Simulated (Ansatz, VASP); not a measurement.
BN: VASP beside Ansatz

```
CELL_PARAMETERS angstrom
2.50644 0.00000 0.00000
-1.25322 2.17064 0.00000
0.00000 0.00000 6.61685
ATOMIC_POSITIONS crystal
B 0.33333 0.66667 0.25000
B 0.66667 0.33333 0.75000
N 0.47154 0.94308 0.65932
N 0.66667 0.33333 0.25000
```

Alike in both runs: task single point; functional PBE; dispersion D3(BJ); k mesh 12 × 12 × 4; occupations gaussian, width 0.05 eV; no spin polarisation.

|  | VASP | Ansatz |
| --- | --- | --- |
| version | VASP 6.6.1 | Ansatz 0.2.0 |
| potentials or method | VASP PAW PBE potentials, release 64 (B, N), cutoff 520 eV | scalar-relativistic, plane waves, PAW |
| valence electrons in the cell | 16 | 16 |

|  | VASP | Ansatz | Ansatz less VASP |
| --- | --- | --- | --- |
| gap on the k mesh at the Fermi level (eV) | 0.32 | 0.31 | -0.011 |
| least direct gap on the mesh (eV) | 1.28 | 1.29 | +0.006 |
| rms of the force components (eV/Å) | 15.619 | 15.156 | -0.4633 |

Atom by atom the forces differ by 0.471 eV/Å (rms over components). Ansatz's warnings: dispersion switch in reach.
